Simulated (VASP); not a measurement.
# Ag4O in VASP: a series of runs

Ag4O is run at these levels: PBEsol; tasks: single point.

All numbers are computed with VASP 6.6.1; they aren't measurements. Logs are shortened: lines on timing, memory, paths and dates and some standing lists are left out, and cuts for length are marked.

### 1 The cell of the first run

The cell holds a slab with vacuum, 5 atoms: a = 2.867 Å, b = 2.867 Å, c = 25.082 Å, α = 90.00°, β = 90.00°, γ = 90.00°.

### 2 Single point, PBEsol

Contents of INCAR:

```
PREC     = Accurate       # precision mode
ENCUT    = 520            # plane-wave cutoff, eV
EDIFF    = 1E-6           # SCF threshold, eV
ISMEAR   = 0              # smearing method
SIGMA    = 0.1            # smearing width, eV
LREAL    = F              # projectors in reciprocal space
LASPH    = T              # aspherical terms in the spheres
NELM     = 80             # most SCF steps
ALGO     = Fast           # electronic algorithm
ISIF     = 2              # what is computed and relaxed
LWAVE    = F              # write WAVECAR
LCHARG   = F              # write CHGCAR
LDIPOL   = T            
IDIPOL   = 3            
DIPOL    = 0.5 0.5 0.490
GGA      = PS             # functional
NBANDS   = 33             # bands
```

Contents of KPOINTS:

```
Automatic mesh
0
Gamma
  10 10 1
```

Contents of POSCAR:

```
Ag4O
1.0
    2.8669036825      0.0000000000      0.0000000000
    0.0000000000      2.8669036825      0.0000000000
    0.0000000000      0.0000000000     25.0816211046
Ag O
4 1
Direct
    0.5000000000      0.5000000000      0.3388935654
    0.0000000000      0.0000000000      0.4197179677
    0.5000000000      0.5000000000      0.5008162760
    0.0000000000      0.0000000000      0.5799214924
    0.3333333333      0.3333333333      0.6107283943
```

Potentials or basis: VASP PAW PBE potentials, release 64 (Ag, O).

Launch:

```console
cat potpaw_PBE.64/Ag/POTCAR potpaw_PBE.64/O/POTCAR > POTCAR
mpirun -np 1 vasp_std > vasp.out
```

OUTCAR:

```text
PREC = Accurate
   ENCUT = 520
   EDIFF = 1E-6
   ISMEAR = 0
   LREAL = F
   LASPH = T
   NELM = 80
   ISIF = 2
   GGA = PS

 ion  position               nearest neighbor table
   1  0.500  0.500  0.339-   2 2.87   2 2.87   2 2.87   2 2.87
   2  0.000  0.000  0.420-   1 2.87   1 2.87   1 2.87   1 2.87   3 2.87   3 2.87   3 2.87   3 2.87

   3  0.500  0.500  0.501-   4 2.84   4 2.84   4 2.84   4 2.84   2 2.87   2 2.87   2 2.87   2 2.87

   4  0.000  0.000  0.580-   5 1.56   5 2.27   5 2.27   3 2.84   3 2.84   3 2.84   3 2.84
   5  0.333  0.333  0.611-   4 1.56   4 2.27   4 2.27

  LATTYP: Found a simple tetragonal cell.
 ALAT       =     2.8669036825
 C/A-ratio  =     8.7486793706

  Lattice vectors:

 A1 = (   2.8669036825,   0.0000000000,   0.0000000000)
 A2 = (   0.0000000000,   2.8669036825,   0.0000000000)
 A3 = (   0.0000000000,   0.0000000000,  25.0816211046)

Analysis of symmetry for initial positions (statically):
=====================================================================
 Subroutine PRICEL returns:
 Original cell was already a primitive cell.

 Routine SETGRP: Setting up the symmetry group for a
 simple tetragonal supercell.

 Subroutine GETGRP returns: Found  2 space group operations
 (whereof  2 operations were pure point group operations)
 out of a pool of 16 trial point group operations.

The static configuration has the point symmetry C_1h.

Analysis of symmetry for dynamics (positions and initial velocities):
=====================================================================
 Subroutine PRICEL returns:
 Original cell was already a primitive cell.

 Routine SETGRP: Setting up the symmetry group for a
 simple tetragonal supercell.

 Subroutine GETGRP returns: Found  2 space group operations
 (whereof  2 operations were pure point group operations)
 out of a pool of 16 trial point group operations.

The dynamic configuration has the point symmetry C_1h.

 Subroutine INISYM returns: Found  2 space group operations
 (whereof  2 operations are pure point group operations),
 and found     1 'primitive' translations

----------------------------------------------------------------------------------------

                                     Primitive cell

  volume of cell :     206.1493

  direct lattice vectors                    reciprocal lattice vectors
     2.866903682  0.000000000  0.000000000     0.348808370  0.000000000  0.000000000
     0.000000000  2.866903682  0.000000000     0.000000000  0.348808370  0.000000000
     0.000000000  0.000000000 25.081621105     0.000000000  0.000000000  0.039869831

  length of vectors
     2.866903682  2.866903682 25.081621105     0.348808370  0.348808370  0.039869831

  position of ions in fractional coordinates (direct lattice)
     0.500000000  0.500000000  0.338893565
     0.000000000  0.000000000  0.419717968
     0.500000000  0.500000000  0.500816276
     0.000000000  0.000000000  0.579921492
     0.333333333  0.333333333  0.610728394

  ion indices of the primitive-cell ions
   primitive index   ion index
                 1           1
                 2           2
                 3           3
                 4           4
                 5           5

----------------------------------------------------------------------------------------

 KPOINTS: Automatic mesh

Automatic generation of k-mesh.
 Grid dimensions read from file:
 generate k-points for:   10   10    1

 Generating k-lattice:

  Cartesian coordinates                     Fractional coordinates (reciprocal lattice)
     0.034880837  0.000000000  0.000000000     0.100000000  0.000000000  0.000000000
     0.000000000  0.034880837  0.000000000     0.000000000  0.100000000  0.000000000
     0.000000000  0.000000000  0.039869831     0.000000000  0.000000000  1.000000000

  Length of vectors
     0.034880837  0.034880837  0.039869831

  Shift w.r.t. Gamma in fractional coordinates (k-lattice)
     0.000000000  0.000000000  0.000000000

 Subroutine IBZKPT returns following result:
 ===========================================

 Found     31 irreducible k-points:

 Following reciprocal coordinates:
            Coordinates               Weight
  0.000000  0.000000  0.000000      1.000000
  0.100000  0.000000  0.000000      4.000000
  0.200000  0.000000  0.000000      4.000000
  0.300000  0.000000  0.000000      4.000000
  0.400000  0.000000  0.000000      4.000000
  0.500000  0.000000  0.000000      2.000000
[... 16 lines left out ...]
  0.300000  0.300000  0.000000      2.000000
 -0.300000  0.300000  0.000000      2.000000
 [... further k-points ...]
   k-points           NKPTS =     31   k-points in BZ     NKDIM =     31   number of bands    NBANDS=     33
   number of dos      NEDOS =    301   number of ions     NIONS =      5
   total plane-waves  NPLWV = 110592
   dimension x,y,z NGX =    24 NGY =   24 NGZ =  192
   dimension x,y,z NGXF=    48 NGYF=   48 NGZF=  384
   ions per type =               4   1
   NGX,Y,Z   is equivalent  to a cutoff of  13.92, 13.92, 12.73 a.u.
   NGXF,Y,Z  is equivalent  to a cutoff of  27.83, 27.83, 25.45 a.u.
 SYSTEM =  unknown system
   PREC   = accura    normal or accurate (medium, high low for compatibility)
   ISTART =      0    job   : 0-new  1-cont  2-samecut
   ICHARG =      2    charge: 1-file 2-atom 10-const
   ISPIN  =      1    spin polarized calculation?
   LNONCOLLINEAR =      F non collinear calculations
   LSORBIT =      F    spin-orbit coupling
   LASPH  =      T    aspherical Exc in radial PAW
   ENCUT  =  520.0 eV  38.22 Ry    6.18 a.u.   5.33  5.33 46.64*2*pi/ulx,y,z
   NELM   =     80;   NELMIN=  2; NELMDL= -5     # of ELM steps
   EDIFF  = 0.1E-05   stopping-criterion for ELM
   LREAL  =      F    real-space projection
   EDIFFG = 0.1E-04   stopping-criterion for IOM
   NSW    =      0    number of steps for IOM
   IBRION =     -1    ionic relax: 0-MD 1-quasi-New 2-CG
   NFREE  =      0    steps in history (QN), initial steepest desc. (CG)
   ISIF   =      2    stress and relaxation
   ISYM   =      2    0-nonsym 1-usesym 2-fastsym
   POTIM  = 0.5000    time-step for ionic-motion
   TEBEG  =    0.0;   TEEND  =   0.0 temperature during run
   PSTRESS=    0.0 pullay stress
   NELECT =      50.0000    total number of electrons
   NUPDOWN=      -1.0000    fix difference up-down
   EMIN   =  10.00;   EMAX   =-10.00  energy-range for DOS
   EFERMI =   0.00;   METHOD = LEGACY
   ISMEAR =     0;   SIGMA  =   0.10  broadening in eV -4-tet -1-fermi 0-gaus
   EFERMI_NEDOS =   21; number of points for ismear=-14 and -15
   IALGO  =     68    algorithm
   IMIX   =      4    mixing-type and parameters
     AMIX     =   0.40;   BMIX     =  1.00
     AMIX_MAG =   1.60;   BMIX_MAG =  1.00
  volume/ion in A,a.u.               =      41.23       278.23
  Fermi-wavevector in a.u.,A,eV,Ry     =   1.020949  1.929315 14.181866  1.042338
  Thomas-Fermi vector in A             =   2.154547
   LORBIT       =      0    0 simple, 1 ext, 2 COOP (PROOUT), +10 PAW based schemes
   GGA     = PS    functional components
   LHFCALC =     F    Hartree Fock is set to
   AEXX    =    0.0000 exact exchange contribution
   IVDW    =     0    specifies the selected vdW correction
   LEPSILON=     F    determine dielectric tensor
   LRPA    =     F    only Hartree local field effects (RPA)
 non-spin polarized calculation
 RMM-DIIS sequential band-by-band and
 Gauss-broadening in eV      SIGMA  =   0.10
  energy-cutoff  :      520.00
  volume of cell :      206.15
 maximum number of plane-waves:      5593
 NGX is ok and might be reduce to    24
   NGX = 11   NGY = 11   NGZ = 93

 dipolmoment           0.000000      0.000000     -0.023167 electrons x Angstroem

 number of electron      49.9999987 magnetization

 dipolmoment           0.000000      0.000000      0.084701 electrons x Angstroem

 Free energy of the ion-electron system (eV)
  ---------------------------------------------------
  ext. energy  EPLUGINS =         0.00000000
  ---------------------------------------------------
  free energy    TOTEN  =       -13.84415973 eV

  energy without entropy =      -13.83088720  energy(sigma->0) =      -13.83752347

 E-fermi :  -0.5051     XC(G=0):  -5.0028

 val. band max:       -0.5329090350   @ k =   0.5000   0.0000   0.0000
 cond. band min:      -0.5038929333   @ k =  -0.2000   0.4000   0.0000
 fundamental gap:      0.0290161017
 Fermi energy:        -0.5051362708

 k-point     1 :       0.0000    0.0000    0.0000
  band No.  band energies     occupation
      1     -20.5145      2.00000
      2      -9.0583      2.00000
      3      -8.9492      2.00000
      4      -8.2415      2.00000
      5      -7.9375      2.00000
      6      -6.9269      2.00000
[... 25 lines left out ...]
     32       5.9167      0.00000
     33       6.9221      0.00000

 k-point     2 :       0.1000    0.0000    0.0000
  band No.  band energies     occupation
      1     -20.4811      2.00000
      2      -9.1316      2.00000
      3      -8.8211      2.00000
      4      -8.1846      2.00000
      5      -7.7384      2.00000
      6      -6.8139      2.00000
[... 25 lines left out ...]
     32       6.1315      0.00000
     33       7.6364      0.00000

 k-point     3 :       0.2000    0.0000    0.0000
  band No.  band energies     occupation
      1     -20.3947      2.00000
      2      -9.2199      2.00000
      3      -8.5755      2.00000
      4      -8.0346      2.00000
      5      -7.2555      2.00000
      6      -6.6749      2.00000
[... 25 lines left out ...]
     32       6.6953      0.00000
     33       8.3484      0.00000

 k-point     4 :       0.3000    0.0000    0.0000
  band No.  band energies     occupation
      1     -20.2897      2.00000
      2      -9.2287      2.00000
      3      -8.4050      2.00000
      4      -7.8469      2.00000
      5      -6.8566      2.00000
      6      -6.6177      2.00000
[... 25 lines left out ...]
     32       6.4668      0.00000
     33       6.7383      0.00000

 k-point     5 :       0.4000    0.0000    0.0000
  band No.  band energies     occupation
      1     -20.2063      2.00000
      2      -9.1256      2.00000
      3      -8.4376      2.00000
      4      -7.7293      2.00000
      5      -6.7435      2.00000
      6      -6.6255      2.00000
[... 604 lines left out ...]
 k-point    22 :       0.5000    0.2000    0.0000
  band No.  band energies     occupation
      1     -20.1594      2.00000
      2      -8.7972      2.00000
      3      -8.4233      2.00000
      4      -7.5867      2.00000
      5      -6.5842      2.00000
      6      -6.3381      2.00000
[... 25 lines left out ...]
     32       7.6903      0.00000
     33       8.4874      0.00000

 k-point    23 :       0.3000    0.3000    0.0000
  band No.  band energies     occupation
      1     -20.1695      2.00000
      2      -8.9829      2.00000
      3      -8.2282      2.00000
      4      -7.5772      2.00000
      5      -6.5554      2.00000
      6      -6.3911      2.00000
[... 25 lines left out ...]
     32       7.2745      0.00000
     33       7.9876      0.00000

 k-point    24 :      -0.3000    0.3000    0.0000
  band No.  band energies     occupation
      1     -20.2176      2.00000
      2      -8.8370      2.00000
      3      -8.2578      2.00000
      4      -7.3758      2.00000
      5      -6.4580      2.00000
      6      -6.3273      2.00000
[... 25 lines left out ...]
     32       7.2483      0.00000
     33       8.2315      0.00000

 [... further k-points ...]

------------------------ aborting loop because EDIFF is reached ----------------------------------------

 vacuum level on the upper side and lower side of the slab       (xc-potential included)         0.905        -0.921

  FORCE on cell =-STRESS in cart. coord.  units (eV):
  Direction    XX          YY          ZZ          XY          YZ          ZX
  --------------------------------------------------------------------------------------
  -------------------------------------------------------------------------------------
  Total       12.4488251     12.4488251      7.9165245     11.2111265      8.8654643      8.8654656
  in kB       96.7513734     96.7513734     61.5266596     87.1320694     68.9017508     68.9017613
  external PRESSURE =      85.0098022 kB  Pullay stress =       0.0000000 kB

 VOLUME and BASIS-vectors are now :
 -----------------------------------------------------------------------------
  energy-cutoff  :      520.00
  volume of cell :      206.15
      direct lattice vectors                 reciprocal lattice vectors
     2.866903682  0.000000000  0.000000000     0.348808370  0.000000000  0.000000000
     0.000000000  2.866903682  0.000000000     0.000000000  0.348808370  0.000000000
     0.000000000  0.000000000 25.081621105     0.000000000  0.000000000  0.039869831

 POSITION                                       TOTAL-FORCE (eV/Angst)
 -----------------------------------------------------------------------------------
      1.43345      1.43345      8.50000        -0.001153     -0.001153      0.159421
      0.00000      0.00000     10.52721        -0.008314     -0.008314     -0.139374
      1.43345      1.43345     12.56128         0.027034      0.027034     -0.585442
      0.00000      0.00000     14.54537       -11.507064    -11.507064     -8.788735
      0.95563      0.95563     15.31806        11.489497     11.489497      9.354129
 -----------------------------------------------------------------------------------
    total drift:                               -0.000001     -0.000001      0.000119

  FREE ENERGIE OF THE ION-ELECTRON SYSTEM (eV)
  ---------------------------------------------------
  free  energy   TOTEN  =       -13.8441597292 eV

  energy  without entropy=      -13.8308872046  energy(sigma->0) =      -13.83752347

 vacuum level on the upper side and lower side of the slab         5.718         3.854
```

Run time: 11 min. Hardware: 1 thread of Oxide Virtual Turin-like, shared host; peak memory 0.4 GiB.

Results:

```
Free energy            : -13.8442 eV
Largest force          : 18.749 eV/Å
Band gap on the k mesh : zero (bands 25 and 26 overlap by 3.22 eV)
```

Forces on the atoms (eV/Å):
```
Ag   -0.001  -0.001   0.159
Ag   -0.008  -0.008  -0.139
Ag    0.027   0.027  -0.585
Ag  -11.507 -11.507  -8.789
O    11.489  11.489   9.354
```

Caveat: the PAW data sets were made with another functional, which shifts forces and pressure a little.

[end of part 1 of 2]

The gap in the log of VASP goes by the Fermi energy; the results here count the filled bands.